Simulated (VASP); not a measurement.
# CdS (P6_3/mmc) in VASP: single point with HSE06

Aim: the single point of CdS with HSE06.

All numbers are computed with VASP 6.6.1; they aren't measurements. Logs are shortened: lines on timing, memory, paths and dates and some standing lists are left out, and cuts for length are marked.

### 1 The cell of the first run

Symmetry: P6_3/mmc, No. 194, hexagonal system. Conventional cell: a = 3.841 Å, b = 3.841 Å, c = 6.445 Å, α = 90.00°, β = 90.00°, γ = 120.00°. Within 3.6 Å of Cd (site symmetry -3m) lie 6 S at 2.74 Å and 2 Cd at 3.22 Å. S (site symmetry -6m2) has 6 Cd at 2.74 Å within 3.6 Å.

### 2 Single point, HSE06

Input file POSCAR:

```
CdS
1.0
    3.8410415924      0.0000000000      0.0000000000
   -1.9205207962      3.3264395960      0.0000000000
    0.0000000000      0.0000000000      6.4452705668
Cd S
2 2
Direct
    0.0000000000      0.0000000000      0.0000000000
    0.0000000000      0.0000000000      0.5000000000
    0.3333333333      0.6666666667      0.2500000000
    0.6666666667      0.3333333333      0.7500000000
```

Input file INCAR.step1:

```
SYSTEM = CdS
  ALGO = Normal
  EDIFF = 1E-5
  ENCUT = 520
  GGA = PE
  ISIF = 2
  ISMEAR = 0
  KPAR = 4
  LASPH = .TRUE.
  LCHARG = .FALSE.
  LREAL = .FALSE.
  LWAVE = .TRUE.
  NBANDS = 26
  NELM = 80
  PREC = Accurate
  SIGMA = 0.01
```

Input file INCAR.step2:

```
SYSTEM = CdS
  ALGO = Normal
  EDIFF = 1E-6
  ENCUT = 520
  GGA = PE
  HFSCREEN = 0.2079
  ISIF = 2
  ISMEAR = 0
  ISTART = 1
  KPAR = 4
  LASPH = .TRUE.
  LCHARG = .FALSE.
  LHFCALC = .TRUE.
  LREAL = .FALSE.
  LWAVE = .FALSE.
  NBANDS = 26
  NELM = 80
  PREC = Accurate
  PRECFOCK = Normal
  SIGMA = 0.01
```

Input file KPOINTS:

```
k-points
0
G
  6 6 2
  0 0 0
```

Potentials or basis: VASP PAW PBE potentials, release 64 (Cd, S).

Started as:

```console
cat potpaw_PBE.64/Cd/POTCAR potpaw_PBE.64/S/POTCAR > POTCAR
cp INCAR.step1 INCAR
mpirun -np 4 vasp_std > vasp.out
cp INCAR.step2 INCAR
mpirun -np 4 vasp_std > vasp.out
```

OUTCAR:

```text
SYSTEM = CdS
   EDIFF = 1E-6
   ENCUT = 520
   GGA = PE
   HFSCREEN = 0.2079
   ISIF = 2
   ISMEAR = 0
   ISTART = 1
   LASPH = .TRUE.
   LHFCALC = .TRUE.
   LREAL = .FALSE.
   NELM = 80
   PREC = Accurate
   PRECFOCK = Normal

 ion  position               nearest neighbor table
   1  0.000  0.000  0.000-   3 2.74   4 2.74   3 2.74   4 2.74   4 2.74   3 2.74   2 3.22   2 3.22

   2  0.000  0.000  0.500-   3 2.74   4 2.74   3 2.74   4 2.74   4 2.74   3 2.74   1 3.22   1 3.22

   3  0.333  0.667  0.250-   1 2.74   2 2.74   1 2.74   2 2.74   1 2.74   2 2.74
   4  0.667  0.333  0.750-   1 2.74   2 2.74   1 2.74   2 2.74   1 2.74   2 2.74

  LATTYP: Found a hexagonal cell.
 ALAT       =     3.8410415924
 C/A-ratio  =     1.6780007224

  Lattice vectors:

 A1 = (   3.8410415924,   0.0000000000,   0.0000000000)
 A2 = (  -1.9205207962,   3.3264395960,   0.0000000000)
 A3 = (   0.0000000000,   0.0000000000,   6.4452705668)

Analysis of symmetry for initial positions (statically):
=====================================================================
 Subroutine PRICEL returns:
 Original cell was already a primitive cell.

 Routine SETGRP: Setting up the symmetry group for a
 hexagonal supercell.

 Subroutine GETGRP returns: Found 24 space group operations
 (whereof 12 operations were pure point group operations)
 out of a pool of 24 trial point group operations.

The static configuration has the point symmetry D_3d.
 The point group associated with its full space group is D_6h.

Analysis of symmetry for dynamics (positions and initial velocities):
=====================================================================
 Subroutine PRICEL returns:
 Original cell was already a primitive cell.

 Routine SETGRP: Setting up the symmetry group for a
 hexagonal supercell.

 Subroutine GETGRP returns: Found 24 space group operations
 (whereof 12 operations were pure point group operations)
 out of a pool of 24 trial point group operations.

The dynamic configuration has the point symmetry D_3d.
 The point group associated with its full space group is D_6h.

 Subroutine INISYM returns: Found 24 space group operations
 (whereof 12 operations are pure point group operations),
 and found     1 'primitive' translations

----------------------------------------------------------------------------------------

                                     Primitive cell

  volume of cell :      82.3512

  direct lattice vectors                    reciprocal lattice vectors
     3.841041592  0.000000000  0.000000000     0.260346048  0.150310861  0.000000000
    -1.920520796  3.326439596  0.000000000     0.000000000  0.300621722  0.000000000
     0.000000000  0.000000000  6.445270567     0.000000000  0.000000000  0.155152525

  length of vectors
     3.841041592  3.841041592  6.445270567     0.300621722  0.300621722  0.155152525

  position of ions in fractional coordinates (direct lattice)
     0.000000000  0.000000000  0.000000000
     0.000000000  0.000000000  0.500000000
     0.333333333  0.666666667  0.250000000
     0.666666667  0.333333333  0.750000000

  ion indices of the primitive-cell ions
   primitive index   ion index
                 1           1
                 2           2
                 3           3
                 4           4

----------------------------------------------------------------------------------------

 KPOINTS: k-points

Automatic generation of k-mesh.
 Grid dimensions read from file:
 generate k-points for:    6    6    2

 Generating k-lattice:

  Cartesian coordinates                     Fractional coordinates (reciprocal lattice)
     0.043391008  0.025051810  0.000000000     0.166666667  0.000000000  0.000000000
     0.000000000  0.050103620  0.000000000     0.000000000  0.166666667  0.000000000
     0.000000000  0.000000000  0.077576262     0.000000000  0.000000000  0.500000000

  Length of vectors
     0.050103620  0.050103620  0.077576262

  Shift w.r.t. Gamma in fractional coordinates (k-lattice)
     0.000000000  0.000000000  0.000000000

 Subroutine IBZKPT returns following result:
 ===========================================

 Found     14 irreducible k-points:

 Following reciprocal coordinates:
            Coordinates               Weight
  0.000000  0.000000  0.000000      1.000000
  0.166667  0.000000  0.000000      6.000000
  0.333333  0.000000  0.000000      6.000000
  0.500000  0.000000  0.000000      3.000000
  0.166667  0.166667  0.000000      6.000000
  0.333333  0.166667  0.000000     12.000000
  0.333333  0.333333  0.000000      2.000000
  0.000000  0.000000  0.500000      1.000000
  0.166667  0.000000  0.500000      6.000000
  0.333333  0.000000  0.500000      6.000000
  0.500000  0.000000  0.500000      3.000000
  0.166667  0.166667  0.500000      6.000000
  0.333333  0.166667  0.500000     12.000000
  0.333333  0.333333  0.500000      2.000000
   k-points           NKPTS =     14   k-points in BZ     NKDIM =     72   number of bands    NBANDS=     26
   number of dos      NEDOS =    301   number of ions     NIONS =      4
   total plane-waves  NPLWV =  43200
   dimension x,y,z NGX =    30 NGY =   30 NGZ =   48
   dimension x,y,z NGXF=    60 NGYF=   60 NGZF=   96
   ions per type =               2   2
   NGX,Y,Z   is equivalent  to a cutoff of  12.98, 12.98, 12.38 a.u.
   NGXF,Y,Z  is equivalent  to a cutoff of  25.97, 25.97, 24.76 a.u.
 SYSTEM =  CdS
   PREC   = accura    normal or accurate (medium, high low for compatibility)
   ISTART =      1    job   : 0-new  1-cont  2-samecut
   ICHARG =      0    charge: 1-file 2-atom 10-const
   ISPIN  =      1    spin polarized calculation?
   LNONCOLLINEAR =      F non collinear calculations
   LSORBIT =      F    spin-orbit coupling
   LASPH  =      T    aspherical Exc in radial PAW
   ENCUT  =  520.0 eV  38.22 Ry    6.18 a.u.   7.14  7.14 11.98*2*pi/ulx,y,z
   NELM   =     80;   NELMIN=  2; NELMDL=  0     # of ELM steps
   EDIFF  = 0.1E-05   stopping-criterion for ELM
   LREAL  =      F    real-space projection
   EDIFFG = 0.1E-04   stopping-criterion for IOM
   NSW    =      0    number of steps for IOM
   IBRION =     -1    ionic relax: 0-MD 1-quasi-New 2-CG
   NFREE  =      0    steps in history (QN), initial steepest desc. (CG)
   ISIF   =      2    stress and relaxation
   ISYM   =      3    0-nonsym 1-usesym 2-fastsym
   POTIM  = 0.5000    time-step for ionic-motion
   TEBEG  =    0.0;   TEEND  =   0.0 temperature during run
   PSTRESS=    0.0 pullay stress
   NELECT =      36.0000    total number of electrons
   NUPDOWN=      -1.0000    fix difference up-down
   EMIN   =  10.00;   EMAX   =-10.00  energy-range for DOS
   EFERMI =   0.00;   METHOD = LEGACY
   ISMEAR =     0;   SIGMA  =   0.01  broadening in eV -4-tet -1-fermi 0-gaus
   EFERMI_NEDOS =   21; number of points for ismear=-14 and -15
   IALGO  =     38    algorithm
   IMIX   =      1    mixing-type and parameters
     AMIX     =   0.40;   BMIX     =  1.00
     AMIX_MAG =   1.60;   BMIX_MAG =  1.00
  volume/ion in A,a.u.               =      20.59       138.93
  Fermi-wavevector in a.u.,A,eV,Ry     =   1.242469  2.347927 21.003727  1.543730
  Thomas-Fermi vector in A             =   2.376823
   LORBIT       =      0    0 simple, 1 ext, 2 COOP (PROOUT), +10 PAW based schemes
   GGA     = PE    functional components
   LHFCALC =     T    Hartree Fock is set to
   PRECFOCK=normal    Normal, Fast or Accurate (Low or Medium for compatibility)
   ENCUT4O =  -1.0   cutoff for four orbital integrals eV
   NKREDX  =     1    reduce k-point grid by
   NKREDY  =     1    reduce k-point grid by
   NKREDZ  =     1    reduce k-point grid by
   AEXX    =    0.2500 exact exchange contribution
   HFSCREEN=    0.2079 screening length (either q_TF or 0.3 A-1)
   HFSCREENC=   0.2079 screening length for correlation (either q_TF or 0.3 A-1)
   ENCUTFOCK=  -1.0 apply spherical cutoff to Coloumb kernel
   IVDW    =     0    specifies the selected vdW correction
   LEPSILON=     F    determine dielectric tensor
   LRPA    =     F    only Hartree local field effects (RPA)
 non-spin polarized calculation
 Gauss-broadening in eV      SIGMA  =   0.01
  energy-cutoff  :      520.00
  volume of cell :       82.35
 maximum number of plane-waves:      2226
 NGX is ok and might be reduce to    30
  NGX = 24; NGY = 24; NGZ = 36

 number of electron      36.0000009 magnetization

 Free energy of the ion-electron system (eV)
  ---------------------------------------------------
  ext. energy  EPLUGINS =         0.00000000
  ---------------------------------------------------
  free energy    TOTEN  =       -14.53143596 eV

  energy without entropy =      -14.53143596  energy(sigma->0) =      -14.53143596

 E-fermi :   2.3724     XC(G=0):  -8.5439

 val. band max:        2.2765102672   @ k =   0.0000   0.0000   0.0000
 cond. band min:       3.9174695335   @ k =   0.0000   0.0000   0.0000
 fundamental gap:      1.6409592663
 Fermi energy:         2.3723702257

 k-point     1 :       0.0000    0.0000    0.0000
  band No.  band energies     occupation
      1     -11.8055      2.00000
      2     -10.6339      2.00000
      3      -7.0209      2.00000
      4      -6.9871      2.00000
      5      -6.9871      2.00000
      6      -6.6280      2.00000
[... 18 lines left out ...]
     25      12.7650      0.00000
     26      12.7650      0.00000

 k-point     2 :       0.1667    0.0000    0.0000
  band No.  band energies     occupation
      1     -11.5766      2.00000
      2     -10.6647      2.00000
      3      -7.0083      2.00000
      4      -6.9764      2.00000
      5      -6.7346      2.00000
      6      -6.6998      2.00000
[... 18 lines left out ...]
     25      11.3694      0.00000
     26      11.9108      0.00000

 k-point     3 :       0.3333    0.0000    0.0000
  band No.  band energies     occupation
      1     -11.0663      2.00000
      2     -10.6848      2.00000
      3      -7.0089      2.00000
      4      -6.9923      2.00000
      5      -6.8503      2.00000
      6      -6.7671      2.00000
[... 282 lines left out ...]
 k-point    13 :       0.3333    0.1667    0.5000
  band No.  band energies     occupation
      1     -10.7270      2.00000
      2     -10.7270      2.00000
      3      -6.8493      2.00000
      4      -6.8493      2.00000
      5      -6.6707      2.00000
      6      -6.6707      2.00000
[... 18 lines left out ...]
     25      12.5337      0.00000
     26      12.5337      0.00000

 k-point    14 :       0.3333    0.3333    0.5000
  band No.  band energies     occupation
      1     -10.6560      2.00000
      2     -10.6560      2.00000
      3      -6.9215      2.00000
      4      -6.9215      2.00000
      5      -6.6003      2.00000
      6      -6.6003      2.00000
[... 18 lines left out ...]
     25      12.1582      0.00000
     26      12.1582      0.00000

------------------------ aborting loop because EDIFF is reached ----------------------------------------

  FORCE on cell =-STRESS in cart. coord.  units (eV):
  Direction    XX          YY          ZZ          XY          YZ          ZX
  --------------------------------------------------------------------------------------
  -------------------------------------------------------------------------------------
  Total        0.1777233      0.1777233      0.1618165     -0.0000000      0.0000000     -0.0000000
  in kB        3.4576829      3.4576829      3.1482083     -0.0000000      0.0000000     -0.0000000
  external PRESSURE =       3.3545247 kB  Pullay stress =       0.0000000 kB

 VOLUME and BASIS-vectors are now :
 -----------------------------------------------------------------------------
  energy-cutoff  :      520.00
  volume of cell :       82.35
      direct lattice vectors                 reciprocal lattice vectors
     3.841041592  0.000000000  0.000000000     0.260346048  0.150310861  0.000000000
    -1.920520796  3.326439596  0.000000000     0.000000000  0.300621722  0.000000000
     0.000000000  0.000000000  6.445270567     0.000000000  0.000000000  0.155152525

 POSITION                                       TOTAL-FORCE (eV/Angst)
 -----------------------------------------------------------------------------------
      0.00000      0.00000      0.00000        -0.000000     -0.000000     -0.000000
      0.00000      0.00000      3.22264         0.000000     -0.000000     -0.000000
     -0.00000      2.21763      1.61132         0.000000      0.000000      0.000000
      1.92052      1.10881      4.83395         0.000000     -0.000000      0.000000
 -----------------------------------------------------------------------------------
    total drift:                                0.000020     -0.000018     -0.000042

  FREE ENERGIE OF THE ION-ELECTRON SYSTEM (eV)
  ---------------------------------------------------
  free  energy   TOTEN  =       -14.5314359587 eV

  energy  without entropy=      -14.5314359587  energy(sigma->0) =      -14.53143596
```

Wall time 21 min (4 MPI ranks of Intel Xeon Platinum 8259CL at 2.50GHz (Skylake/Cascade Lake), shared host); peak memory 0.33 GiB.

Results:

| Property | Result |
| --- | --- |
| Free energy | -14.5314 eV |
| Pressure | 0.3 GPa |
| Band gap on the k mesh | 1.64 eV |

Caveat: the k points lie up to 0.49 Å⁻¹ apart; the PAW data sets were made with another functional, which shifts forces and pressure a little.
